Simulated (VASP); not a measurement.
# CdS (I4/mmm) in VASP: notebook

Aim: see how the results for CdS move with the level of theory and the settings. Levels: PBE, r2SCAN. Tasks: single point.

Everything below comes from runs of VASP 6.6.1. Logs are shortened: lines on timing, memory, paths and dates and some standing lists are left out, and cuts for length are marked.

## 1. The cell of the first run

It takes space group I4/mmm (No. 139, tetragonal). Conventional cell: a = 3.856 Å, b = 3.856 Å, c = 5.636 Å, α = 90.00°, β = 90.00°, γ = 90.00°. Within 3.6 Å of Cd (site symmetry 4/mmm) lie 6 S at 2.73 to 2.82 Å. Within 3.6 Å of S (site symmetry 4/mmm) lie 6 Cd at 2.73 to 2.82 Å.

## 2. Single point, PBE (uniaxial x strain +3.4%)

The input, INCAR:

```
  PREC = Accurate
  ENCUT = 630
  EDIFF = 1E-6
  ISMEAR = -1
  SIGMA = 0.02
  LREAL = False
  LASPH = True
  NELM = 120
  ALGO = Normal
  ISIF = 2
  LWAVE = False
  LCHARG = False
  GGA = PE
  NBANDS = 20
  GGA_COMPAT = False
```

The input, KPOINTS:

```
Automatic mesh
0
Gamma
  8 8 8
```

The input, POSCAR:

```
CdS
1.0
    0.0000000000      2.7267765431      2.7267765431
    2.8181235573      0.0000000000      2.7267765431
    2.8181235573      2.7267765431      0.0000000000
Cd S
1 1
Direct
    0.0000000000      0.0000000000      0.0000000000
    0.5000000000      0.5000000000      0.5000000000
```

Potentials or basis: VASP PAW PBE potentials, release 64 (Cd_sv_GW, S).

Command:

```console
> cat potpaw_PBE.64/Cd_sv_GW/POTCAR potpaw_PBE.64/S/POTCAR > POTCAR
> mpirun -np 1 vasp_std > vasp.out
```

OUTCAR:

```text
PREC = Accurate
   ENCUT = 630
   EDIFF = 1E-6
   ISMEAR = -1
   LREAL = False
   LASPH = True
   NELM = 120
   ISIF = 2
   GGA = PE

 ion  position               nearest neighbor table
   1  0.000  0.000  0.000-   2 2.73   2 2.73   2 2.73   2 2.73
   2  0.500  0.500  0.500-   1 2.73   1 2.73   1 2.73   1 2.73

  LATTYP: Found a body centered tetragonal cell.
 ALAT       =     3.8562443688
 C/A-ratio  =     1.4615897167

  Lattice vectors:

 A1 = (   2.8181235573,   0.0000000000,   2.7267765431)
 A2 = (   2.8181235573,   0.0000000000,  -2.7267765431)
 A3 = (  -2.8181235573,   2.7267765431,   0.0000000000)

Analysis of symmetry for initial positions (statically):
=====================================================================
 Subroutine PRICEL returns:
 Original cell was already a primitive cell.

 Routine SETGRP: Setting up the symmetry group for a
 body centered tetragonal supercell.

 Subroutine GETGRP returns: Found 16 space group operations
 (whereof 16 operations were pure point group operations)
 out of a pool of 16 trial point group operations.

The static configuration has the point symmetry D_4h.

Analysis of symmetry for dynamics (positions and initial velocities):
=====================================================================
 Subroutine PRICEL returns:
 Original cell was already a primitive cell.

 Routine SETGRP: Setting up the symmetry group for a
 body centered tetragonal supercell.

 Subroutine GETGRP returns: Found 16 space group operations
 (whereof 16 operations were pure point group operations)
 out of a pool of 16 trial point group operations.

The dynamic configuration has the point symmetry D_4h.

 Subroutine INISYM returns: Found 16 space group operations
 (whereof 16 operations are pure point group operations),
 and found     1 'primitive' translations

----------------------------------------------------------------------------------------

                                     Primitive cell

  volume of cell :      41.9072

  direct lattice vectors                    reciprocal lattice vectors
[... 70 lines left out ...]
   number of dos      NEDOS =    301   number of ions     NIONS =      2
   total plane-waves  NPLWV =  32768
   dimension x,y,z NGX =    32 NGY =   32 NGZ =   32
   dimension x,y,z NGXF=    64 NGYF=   64 NGZF=   64
   ions per type =               1   1
   NGX,Y,Z   is equivalent  to a cutoff of  13.80, 13.57, 13.57 a.u.
   NGXF,Y,Z  is equivalent  to a cutoff of  27.59, 27.13, 27.13 a.u.
 SYSTEM =  unknown system
   PREC   = accura    normal or accurate (medium, high low for compatibility)
   ISTART =      0    job   : 0-new  1-cont  2-samecut
   ICHARG =      2    charge: 1-file 2-atom 10-const
   ISPIN  =      1    spin polarized calculation?
   LNONCOLLINEAR =      F non collinear calculations
   LSORBIT =      F    spin-orbit coupling
   LASPH  =      T    aspherical Exc in radial PAW
   ENCUT  =  630.0 eV  46.30 Ry    6.80 a.u.   7.89  8.03  8.03*2*pi/ulx,y,z
   NELM   =    120;   NELMIN=  2; NELMDL= -5     # of ELM steps
   EDIFF  = 0.1E-05   stopping-criterion for ELM
   LREAL  =      F    real-space projection
[... 7 lines left out ...]
   TEBEG  =    0.0;   TEEND  =   0.0 temperature during run
   PSTRESS=    0.0 pullay stress
   NELECT =      26.0000    total number of electrons
   NUPDOWN=      -1.0000    fix difference up-down
   EMIN   =  10.00;   EMAX   =-10.00  energy-range for DOS
   EFERMI =   0.00;   METHOD = LEGACY
   ISMEAR =    -1;   SIGMA  =   0.02  broadening in eV -4-tet -1-fermi 0-gaus
   EFERMI_NEDOS =   21; number of points for ismear=-14 and -15
   IALGO  =     38    algorithm
   IMIX   =      4    mixing-type and parameters
     AMIX     =   0.40;   BMIX     =  1.00
     AMIX_MAG =   1.60;   BMIX_MAG =  1.00
  volume/ion in A,a.u.               =      20.95       141.40
  Fermi-wavevector in a.u.,A,eV,Ry     =   1.396271  2.638569 26.525529  1.949571
  Thomas-Fermi vector in A             =   2.519641
   LORBIT       =      0    0 simple, 1 ext, 2 COOP (PROOUT), +10 PAW based schemes
   GGA     = PE    functional components
   LHFCALC =     F    Hartree Fock is set to
   AEXX    =    0.0000 exact exchange contribution
   IVDW    =     0    specifies the selected vdW correction
   LEPSILON=     F    determine dielectric tensor
   LRPA    =     F    only Hartree local field effects (RPA)
 non-spin polarized calculation
  energy-cutoff  :      630.00
  volume of cell :       41.91
 maximum number of plane-waves:      1522
   NGX = 15   NGY = 17   NGZ = 17

 number of electron      25.9999998 magnetization

 Free energy of the ion-electron system (eV)
  ---------------------------------------------------
  ext. energy  EPLUGINS =         0.00000000
  ---------------------------------------------------
  free energy    TOTEN  =        -5.94503299 eV

  energy without entropy =       -5.94494908  energy(sigma->0) =       -5.94499104

 E-fermi :   4.6699     XC(G=0): -10.4154

 val. band max:        4.5908812756   @ k =   0.5000   0.0000   0.0000
 cond. band min:       4.7261955512   @ k =   0.5000   0.5000   0.0000
 fundamental gap:      0.1353142756
 Fermi energy:         4.6698682435

 k-point     1 :       0.0000    0.0000    0.0000
  band No.  band energies     occupation
      1     -97.0711      2.00000
      2     -58.1399      2.00000
      3     -58.1331      2.00000
      4     -58.1331      2.00000
      5      -8.1293      2.00000
      6      -3.0876      2.00000
[... 541 lines left out ...]
     19      16.2572      0.00000
     20      17.2426      0.00000

 [... further k-points ...]

------------------------ aborting loop because EDIFF is reached ----------------------------------------

  FORCE on cell =-STRESS in cart. coord.  units (eV):
  Direction    XX          YY          ZZ          XY          YZ          ZX
  --------------------------------------------------------------------------------------
  -------------------------------------------------------------------------------------
  Total       -0.5457908     -0.0115972     -0.0115972     -0.0000000      0.0000000     -0.0000000
  in kB      -20.8664083     -0.4433775     -0.4433775     -0.0000000      0.0000000     -0.0000000
  external PRESSURE =      -7.2510544 kB  Pullay stress =       0.0000000 kB

 VOLUME and BASIS-vectors are now :
 -----------------------------------------------------------------------------
  energy-cutoff  :      630.00
  volume of cell :       41.91
      direct lattice vectors                 reciprocal lattice vectors
     0.000000000  2.726776543  2.726776543    -0.177423023  0.183366694  0.183366694
     2.818123557  0.000000000  2.726776543     0.177423023 -0.183366694  0.183366694
     2.818123557  2.726776543  0.000000000     0.177423023  0.183366694 -0.183366694

 POSITION                                       TOTAL-FORCE (eV/Angst)
 -----------------------------------------------------------------------------------
      0.00000      0.00000      0.00000         0.000000      0.000000      0.000000
      2.81812      2.72678      2.72678         0.000000      0.000000      0.000000
 -----------------------------------------------------------------------------------
    total drift:                                0.000000     -0.000000     -0.000000

  FREE ENERGIE OF THE ION-ELECTRON SYSTEM (eV)
  ---------------------------------------------------
  free  energy   TOTEN  =        -5.9450329890 eV

  energy  without entropy=       -5.9449490827  energy(sigma->0) =       -5.94499104
```

OSZICAR:

```text
N       E                     dE             d eps       ncg     rms          rms(c)
DAV:   1     0.454885089854E+03    0.45489E+03   -0.16136E+04  2404   0.189E+03
DAV:   2     0.377668508076E+02   -0.41712E+03   -0.38570E+03  2376   0.611E+02
DAV:   3    -0.467619720501E+01   -0.42443E+02   -0.41760E+02  3504   0.221E+02
DAV:   4    -0.644483078305E+01   -0.17686E+01   -0.17667E+01  3240   0.460E+01
DAV:   5    -0.653166383393E+01   -0.86833E-01   -0.86829E-01  3380   0.100E+01    0.155E+01
DAV:   6    -0.596701489005E+01    0.56465E+00   -0.13395E+00  3708   0.186E+01    0.118E+01
DAV:   7    -0.594728885556E+01    0.19726E-01   -0.34842E-01  3512   0.533E+00    0.567E+00
DAV:   8    -0.594581225806E+01    0.14766E-02   -0.35695E-02  3616   0.376E+00    0.541E-01
DAV:   9    -0.594501154031E+01    0.80072E-03   -0.49689E-03  3404   0.195E+00    0.101E-01
DAV:  10    -0.594503020034E+01   -0.18660E-04   -0.26380E-04  3816   0.223E-01    0.659E-02
DAV:  11    -0.594503503738E+01   -0.48370E-05   -0.24345E-05  3020   0.474E-02    0.346E-02
DAV:  12    -0.594503242780E+01    0.26096E-05   -0.11625E-05  3096   0.599E-02    0.873E-03
DAV:  13    -0.594503298899E+01   -0.56118E-06   -0.16524E-06  2396   0.990E-03
   1 F= -.59450330E+01 E0= -.59449910E+01  d E =-.839063E-04
```

Wall time 24 s (1 thread of Intel Xeon 6975P-C (Granite Rapids), shared host); peak memory 0.23 GiB.

What came out:

| Property | Result |
| --- | --- |
| Free energy | -5.9450 eV |
| Pressure | -0.7 GPa |
| Band gap on the k mesh | 0.14 eV (least direct gap 1.42 eV) |

Stress tensor (GPa, compression positive):
```
-2.09  0.00  0.00
 0.00 -0.04  0.00
 0.00  0.00 -0.04
```

Caveat: the cell differs from its parent crystal (uniaxial x strain +3.4%); the structure was generated, so it needn't be the stable form of CdS; semilocal functionals underestimate gaps, and a narrow one can read as zero. A k mesh can miss the band edges.

## 3. Single point, r2SCAN (uniaxial x strain +3.4%)

POSCAR is that of step 2.

The input, INCAR.step1:

```
SYSTEM = CdS
PREC = Accurate
ENCUT = 700
ISMEAR = -1
SIGMA = 0.02
LREAL = .FALSE.
LASPH = .TRUE.
NELM = 120
NBANDS = 20
GGA = PE
ALGO = Normal
EDIFF = 1E-5
LWAVE = .TRUE.
LCHARG = .FALSE.
GGA_COMPAT = .FALSE.
```

The input, INCAR.step2:

```
SYSTEM = CdS
PREC = Accurate
ENCUT = 700
EDIFF = 1E-6
ISMEAR = -1
SIGMA = 0.02
LREAL = .FALSE.
LASPH = .TRUE.
NELM = 120
ALGO = Normal
ISIF = 2
LWAVE = .FALSE.
LCHARG = .FALSE.
METAGGA = R2SCAN
LMIXTAU = .TRUE.
NBANDS = 20
ISTART = 1
GGA_COMPAT = .FALSE.
```

The input, KPOINTS:

```
regular mesh
0
G
  8 8 8
  0 0 0
```

Potentials or basis: VASP PAW PBE potentials, release 64 (Cd_sv_GW, S).

Command:

```console
> cat potpaw_PBE.64/Cd_sv_GW/POTCAR potpaw_PBE.64/S/POTCAR > POTCAR
> cp INCAR.step1 INCAR
> mpirun -np 1 vasp_std > vasp.out
> cp INCAR.step2 INCAR
> mpirun -np 1 vasp_std > vasp.out
```

Run time: 2.7 min. Hardware: 1 thread of Intel Xeon Platinum 8375C at 2.90GHz (Ice Lake), shared host; peak memory 0.28 GiB.

The run converged. Its results:

```yaml
Free_energy: -29.5735 eV
Pressure: -2.4 GPa
Band_gap_on_the_k_mesh: 0.62 eV (least direct gap 2.05 eV)
```

Stress tensor (GPa, compression positive):
```
-3.79  0.00  0.00
 0.00 -1.77  0.00
 0.00  0.00 -1.77
```

Levels at points of the mesh, in eV from the valence-band top:
```csv
k point,band 9,band 10,band 11,band 12,band 13,band 14,band 15,band 16,band 17,band 18
"(0.00, 0.00, 0.00)",-7.92,-7.92,-0.86,-0.86,-0.68,1.37,9.54,9.71,9.71,11.49
"(0.50, 0.00, 0.00)",-7.75,-7.74,-4.83,-0.17,0.00,3.97,6.25,6.55,7.25,12.83
"(0.50, 0.50, 0.00)",-7.67,-6.97,-4.21,-2.34,-2.03,0.62,6.33,10.52,11.45,12.24
"(0.00, 0.50, 0.50)",-7.69,-7.06,-4.19,-2.09,-2.09,0.78,6.51,10.22,12.05,12.05
```

Caveat: the cell differs from its parent crystal (uniaxial x strain +3.4%); the structure was generated, so it needn't be the stable form of CdS; semilocal functionals underestimate gaps, and a narrow one can read as zero; the PAW data sets were made with another functional, which shifts forces and pressure a little.

## 4. Single point, PBE (epitaxial xy strain -1.1%)

The input, INCAR:

```
SYSTEM = CdS
ALGO = Normal
EDIFF = 1E-6
ENCUT = 630
GGA = PE
GGA_COMPAT = .FALSE.
ISIF = 2
ISMEAR = -1
LASPH = .TRUE.
LCHARG = .TRUE.
LELF = .TRUE.
LREAL = .FALSE.
LVHAR = .TRUE.
LWAVE = .FALSE.
NBANDS = 20
NELM = 120
PREC = Accurate
SIGMA = 0.02
```

The input, KPOINTS:

```
k-points
0
G
  8 8 8
  0 0 0
```

The input, POSCAR:

```
CdS
1.0
    0.0000000000      2.6959639682      2.7522363754
    2.6959639682      0.0000000000      2.7522363754
    2.6959639682      2.6959639682      0.0000000000
Cd S
1 1
Direct
    0.0000000000      0.0000000000      0.0000000000
    0.5000000000      0.5000000000      0.5000000000
```

Command:

```console
> cat potpaw_PBE.64/Cd_sv_GW/POTCAR potpaw_PBE.64/S/POTCAR > POTCAR
> mpirun -np 1 vasp_std > vasp.out
```

Wall time 21 s (1 thread of Intel Xeon 6975P-C (Granite Rapids), shared host); peak memory 0.23 GiB.

The run converged. Its results:

| Quantity | Value |
| --- | --- |
| Free energy | -5.9363 eV |
| Pressure | 2.8 GPa |
| Band gap on the k mesh | 0.17 eV (least direct gap 1.77 eV) |

Stress tensor (GPa, compression positive):
```
3.35 0.00 0.00
0.00 3.35 0.00
0.00 0.00 1.56
```

Levels at points of the mesh, in eV from the valence-band top:
| k point | band 10 | band 11 | band 12 | band 13 | band 14 | band 15 | band 16 | band 17 |
| --- | --- | --- | --- | --- | --- | --- | --- | --- |
| (0.00, 0.00, 0.00) | -7.71 | -0.91 | -0.91 | -0.79 | 0.97 | 9.11 | 9.22 | 9.22 |
| (0.50, 0.00, 0.00) | -7.50 | -5.01 | -0.11 | 0.00 | 3.42 | 5.74 | 5.93 | 6.97 |
| (0.50, 0.50, 0.00) | -6.74 | -4.44 | -2.25 | -2.25 | 0.27 | 6.03 | 9.80 | 11.46 |
| (0.50, 0.00, 0.50) | -6.68 | -4.45 | -2.41 | -2.22 | 0.17 | 5.92 | 9.98 | 11.08 |

Caveat: the cell differs from its parent crystal (epitaxial xy strain -1.1%); the structure was generated, so it needn't be the stable form of CdS; semilocal functionals underestimate gaps, and a narrow one can read as zero. A k mesh can miss the band edges.

## 5. The runs side by side

```tsv
level	cell	cutoff (eV)	gap on the mesh (eV)	pressure (GPa)
PBE	a = 3.856, b = 3.921, c = 3.921 Å, angles 58.9, 60.5, 60.5°, 2 atoms	630	0.14	-0.7
r2SCAN	a = 3.856, b = 3.921, c = 3.921 Å, angles 58.9, 60.5, 60.5°, 2 atoms	700	0.62	-2.4
PBE	a = 3.853, b = 3.853, c = 3.813 Å, angles 60.3, 60.3, 59.3°, 2 atoms	630	0.17	2.8
```

Alike in all rows: task single point; potentials or basis VASP PAW PBE potentials, release 64 (Cd_sv_GW, S); no spin polarisation; k mesh 8 × 8 × 8; smearing fermi-dirac 0.02 eV.

Caveats: the structure was generated, so it needn't be the stable form of CdS; semilocal functionals underestimate gaps, and a narrow one can read as zero; the PAW data sets were made with another functional, which shifts forces and pressure a little (at least some runs).

Absolute energies hang on the potentials; compare differences alone.
